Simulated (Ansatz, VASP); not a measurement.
**One calculation of Ir, two programs**

INCAR

```
SYSTEM = Ir
ALGO = Normal
EDIFF = 1E-6
ENCUT = 500
GGA = PE
GGA_COMPAT = .FALSE.
ISIF = 2
ISMEAR = -1
LASPH = .TRUE.
LCHARG = .TRUE.
LELF = .TRUE.
LREAL = .FALSE.
LVHAR = .TRUE.
LWAVE = .FALSE.
NBANDS = 10
NELM = 120
PREC = Accurate
SIGMA = 0.05
```

KPOINTS

```
k-points
0
G
  13 13 13
  0 0 0
```

POSCAR

```
Ir
1.0
    0.0000000000      1.9156000000      1.9156000000
    1.9156000000      0.0000000000      1.9156000000
    1.9156000000      1.9156000000      0.0000000000
Ir
1
Direct
    0.0000000000      0.0000000000      0.0000000000
```

Input for Ansatz:

```yaml
crystal:
  lattice:
    - [0.0, 1.9156, 1.9156]
    - [1.9156, 0.0, 1.9156]
    - [1.9156, 1.9156, 0.0]
  atoms:
    - { symbol: Ir, position: [0.0, 0.0, 0.0] }
basis:
  ecutwfc: 571.4391111657479
kpoints:
  mp_grid:
    grid: [13, 13, 13]
hamiltonian:
  xc: pbe
scf:
  occupations:
    method: fermi_dirac
    width: 0.05
output:
  stress: true
```

Alike in both runs: task single point; functional PBE; k mesh 13 × 13 × 13; occupations fermi-dirac, width 0.05 eV; no spin polarisation.

|  | VASP | Ansatz |
| --- | --- | --- |
| version | VASP 6.6.1 | Ansatz 0.2.0 |
| potentials or method | VASP PAW PBE potentials, release 64 (Ir), cutoff 500 eV | plane waves, PAW |
| valence electrons in the cell | 9 | 17 |

```tsv
	VASP	Ansatz	Ansatz less VASP
pressure (GPa)	12.5	11.8	-0.68
```

With one functional, cell and mesh, what is left measures potentials, basis and numerics. VASP's potentials hold 9 valence electrons a cell and Ansatz's 17, so a difference there can come from the potentials and not from the codes.

Neither program's run includes spin-orbit coupling.
